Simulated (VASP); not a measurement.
# Ga2SbP3 (Imm2) in VASP: single point with r2SCAN+rVV10

Aim: the single point of Ga2SbP3 with r2SCAN+rVV10.

Program: VASP 6.6.1. These are calculated values, not measurements. Logs are shortened: lines on timing, memory, paths and dates and some standing lists are left out, and cuts for length are marked.

### 1 The cell of the first run

Symmetry: Imm2, No. 44, orthorhombic system. The conventional cell has a = 3.835 Å, b = 13.822 Å, c = 4.921 Å, α = 90.00°, β = 90.00°, γ = 90.00°. Within 3.1 Å of Ga (site symmetry m) lie 4 P at 2.35 to 2.51 Å. Sb (site symmetry mm2) has 4 P at 2.59 to 2.68 Å within 3.4 Å. Within 3.1 Å of P (site symmetry m) lie 3 Ga at 2.35 Å and 1 Sb at 2.68 Å. Within 3.3 Å of P (site symmetry mm2) lie 2 Ga at 2.51 Å and 2 Sb at 2.59 Å.

### 2 Single point, r2SCAN+rVV10

File POSCAR:

```
Ga2SbP3
1.0
   -1.9177118192      6.9107900162      2.4602910569
    1.9177118192     -6.9107900162      2.4602910569
    1.9177118192      6.9107900162     -2.4602910569
Ga Sb P
2 1 3
Direct
    0.4108374570      0.2435082643      0.1673291928
    0.0761790715      0.2435082643      0.8326708072
    0.6922657345      0.1922657345      0.5000000000
    0.3333084577      0.0167113801      0.3165970777
    0.7001143024      0.0167113801      0.6834029223
    0.0462929669      0.0462929669      0.0000000000
```

File INCAR.step1:

```
ALGO = Normal
EDIFF = 1E-4
ENCUT = 520
GGA = PE
ISMEAR = -1
LASPH = True
LCHARG = False
LREAL = False
LWAVE = True
NBANDS = 32
NELM = 100
PREC = Accurate
SIGMA = 0.03
```

File INCAR.step2:

```
ALGO = Normal
BPARAM = 11.95
CPARAM = 0.0093
EDIFF = 1E-7
ENCUT = 520
ISIF = 2
ISMEAR = -1
ISTART = 1
IVDW_NL = 2
LASPH = True
LCHARG = False
LMIXTAU = True
LREAL = False
LUSE_VDW = True
LWAVE = False
METAGGA = R2SCAN
NBANDS = 32
NELM = 100
PREC = Accurate
SIGMA = 0.03
```

File KPOINTS:

```
k-points
0
Gamma
  8 8 8
```

Potentials or basis: VASP PAW PBE potentials, release 64 (Ga_d, Sb, P).

The run is started by

```sh
$ cat potpaw_PBE.64/Ga_d/POTCAR potpaw_PBE.64/Sb/POTCAR potpaw_PBE.64/P/POTCAR > POTCAR
$ cp INCAR.step1 INCAR
$ mpirun -np 1 vasp_std > vasp.out
$ cp INCAR.step2 INCAR
$ mpirun -np 1 vasp_std > vasp.out
```

OUTCAR:

```text
BPARAM = 11.95
   EDIFF = 1E-7
   ENCUT = 520
   ISIF = 2
   ISMEAR = -1
   ISTART = 1
   IVDW_NL = 2
   LASPH = True
   LREAL = False
   METAGGA = R2SCAN
   NELM = 100
   PREC = Accurate

 ion  position               nearest neighbor table
   1  0.411  0.244  0.167-   4 2.35   5 2.35   5 2.35   6 2.51
   2  0.076  0.244  0.833-   5 2.35   4 2.35   4 2.35   6 2.51
   3  0.692  0.192  0.500-   6 2.59   6 2.59   5 2.68   4 2.68
   4  0.333  0.017  0.317-   1 2.35   2 2.35   2 2.35   3 2.68
   5  0.700  0.017  0.683-   2 2.35   1 2.35   1 2.35   3 2.68
   6  0.046  0.046  0.000-   1 2.51   2 2.51   3 2.59   3 2.59

  LATTYP: Found a body centered orthorhombic cell.
 ALAT       =     3.8354236384
 B/A-ratio  =     1.2829305385
 C/A-ratio  =     3.6036645063

  Lattice vectors:

 A1 = (   1.9177118192,  -6.9107900162,  -2.4602910569)
 A2 = (  -1.9177118192,  -6.9107900162,   2.4602910569)
 A3 = (  -1.9177118192,   6.9107900162,  -2.4602910569)

Analysis of symmetry for initial positions (statically):
=====================================================================
 Subroutine PRICEL returns:
 Original cell was already a primitive cell.

 Routine SETGRP: Setting up the symmetry group for a
 body centered orthorhombic supercell.

 Subroutine GETGRP returns: Found  4 space group operations
 (whereof  4 operations were pure point group operations)
 out of a pool of  8 trial point group operations.

The static configuration has the point symmetry C_2v.

Analysis of symmetry for dynamics (positions and initial velocities):
=====================================================================
 Subroutine PRICEL returns:
 Original cell was already a primitive cell.

 Routine SETGRP: Setting up the symmetry group for a
 body centered orthorhombic supercell.

 Subroutine GETGRP returns: Found  4 space group operations
 (whereof  4 operations were pure point group operations)
 out of a pool of  8 trial point group operations.

The dynamic configuration has the point symmetry C_2v.

 Subroutine INISYM returns: Found  4 space group operations
 (whereof  4 operations are pure point group operations),
 and found     1 'primitive' translations

----------------------------------------------------------------------------------------

                                     Primitive cell
[... 99 lines left out ...]
   EDIFF  = 0.1E-06   stopping-criterion for ELM
   LREAL  =      F    real-space projection
   EDIFFG = 0.1E-05   stopping-criterion for IOM
   NSW    =      0    number of steps for IOM
   IBRION =     -1    ionic relax: 0-MD 1-quasi-New 2-CG
   NFREE  =      0    steps in history (QN), initial steepest desc. (CG)
   ISIF   =      2    stress and relaxation
   ISYM   =      2    0-nonsym 1-usesym 2-fastsym
   POTIM  = 0.5000    time-step for ionic-motion
   TEBEG  =    0.0;   TEEND  =   0.0 temperature during run
   PSTRESS=    0.0 pullay stress
   NELECT =      46.0000    total number of electrons
   NUPDOWN=      -1.0000    fix difference up-down
   EMIN   =  10.00;   EMAX   =-10.00  energy-range for DOS
   EFERMI =   0.00;   METHOD = LEGACY
   ISMEAR =    -1;   SIGMA  =   0.03  broadening in eV -4-tet -1-fermi 0-gaus
   EFERMI_NEDOS =   21; number of points for ismear=-14 and -15
   IALGO  =     38    algorithm
   IMIX   =      4    mixing-type and parameters
     AMIX     =   0.40;   BMIX     =  1.00
     AMIX_MAG =   1.60;   BMIX_MAG =  1.00
  volume/ion in A,a.u.               =      21.74       146.69
  Fermi-wavevector in a.u.,A,eV,Ry     =   1.156667  2.185783 18.202936  1.337878
  Thomas-Fermi vector in A             =   2.293285
   LORBIT       =      0    0 simple, 1 ext, 2 COOP (PROOUT), +10 PAW based schemes
   METAGGA = R2SCAN    functional components
   LHFCALC =     F    Hartree Fock is set to
   AEXX    =    0.0000 exact exchange contribution
   IVDW_NL    =     2    kernel type
   BPARAM     =11.9500
   IVDW    =     0    specifies the selected vdW correction
   LEPSILON=     F    determine dielectric tensor
   LRPA    =     F    only Hartree local field effects (RPA)
 non-spin polarized calculation
  energy-cutoff  :      520.00
  volume of cell :      130.42
 maximum number of plane-waves:      3547
   NGX = 29   NGY = 29   NGZ = 29

 number of electron      46.0000011 magnetization

 Free energy of the ion-electron system (eV)
  ---------------------------------------------------
  ext. energy  EPLUGINS =         0.00000000
  ---------------------------------------------------
  free energy    TOTEN  =       -74.85903010 eV

  energy without entropy =      -74.85683765  energy(sigma->0) =      -74.85793388

 E-fermi :   5.9976     XC(G=0): -10.4405

 val. band max:        5.9885871128   @ k =  -0.2500  -0.1250   0.1250
 cond. band min:       6.0196683061   @ k =  -0.1250  -0.1250   0.1250
 fundamental gap:      0.0310811933
 Fermi energy:         5.9976102792

 k-point     1 :       0.0000    0.0000    0.0000
  band No.  band energies     occupation
      1      -9.9298      2.00000
      2      -9.8545      2.00000
      3      -9.8013      2.00000
      4      -9.7993      2.00000
      5      -9.7849      2.00000
      6      -9.7822      2.00000
[... 829 lines left out ...]
     31      11.1776      0.00000
     32      11.5358      0.00000

 [... further k-points ...]

------------------------ aborting loop because EDIFF is reached ----------------------------------------

  FORCE on cell =-STRESS in cart. coord.  units (eV):
  Direction    XX          YY          ZZ          XY          YZ          ZX
  --------------------------------------------------------------------------------------
  -------------------------------------------------------------------------------------
  Total        0.0615886      0.0032274      0.0712447      0.0000000      0.0000000      0.0000000
  in kB        0.7565768      0.0396461      0.8751970      0.0000000      0.0000000      0.0000000
  external PRESSURE =       0.5571400 kB  Pullay stress =       0.0000000 kB

 VOLUME and BASIS-vectors are now :
 -----------------------------------------------------------------------------
  energy-cutoff  :      520.00
  volume of cell :      130.42
      direct lattice vectors                 reciprocal lattice vectors
    -1.917711819  6.910790016  2.460291057     0.000000000  0.072350628  0.203227987
     1.917711819 -6.910790016  2.460291057     0.260727391  0.000000000  0.203227987
     1.917711819  6.910790016 -2.460291057     0.260727391  0.072350628  0.000000000

 POSITION                                       TOTAL-FORCE (eV/Angst)
 -----------------------------------------------------------------------------------
      0.00000      2.31275      1.19820        -0.000000     -0.004981     -0.004410
      1.91771      4.59804     -1.26209        -0.000000      0.004981     -0.004410
      0.00000      6.91079      0.94606         0.000000     -0.000000     -0.044777
      0.00000      4.37587      0.08223        -0.000000     -0.011594     -0.002869
     -0.00000      9.44571      0.08223        -0.000000      0.011594     -0.002869
      0.00000      0.00000      0.22779        -0.000000      0.000000      0.059337
 -----------------------------------------------------------------------------------
    total drift:                               -0.000009     -0.000002     -0.002478

  FREE ENERGIE OF THE ION-ELECTRON SYSTEM (eV)
  ---------------------------------------------------
  free  energy   TOTEN  =       -74.8590301023 eV

  energy  without entropy=      -74.8568376517  energy(sigma->0) =      -74.85793388
```

Wall time 32 min (1 thread of Intel Xeon 6975P-C (Granite Rapids), shared host); peak memory 1.3 GiB.

What came out:

```
Free energy            : -74.8590 eV
Pressure               : 0.1 GPa
Largest force          : 0.059 eV/Å
Band gap on the k mesh : zero (bands 23 and 24 overlap by 0.19 eV)
```

Forces in eV/Å, atoms in the order of the input:
```
Ga   0.000 -0.005 -0.004
Ga   0.000  0.005 -0.004
Sb   0.000  0.000 -0.045
P    0.000 -0.012 -0.003
P    0.000  0.012 -0.003
P    0.000  0.000  0.059
```

Caveat: semilocal functionals underestimate gaps, and a narrow one can read as zero; the PAW data sets were made with another functional, which shifts forces and pressure a little; spin-orbit coupling is left out, which moves the levels of the heavy elements.

The gap in the log of VASP goes by the Fermi energy; the results here count the filled bands.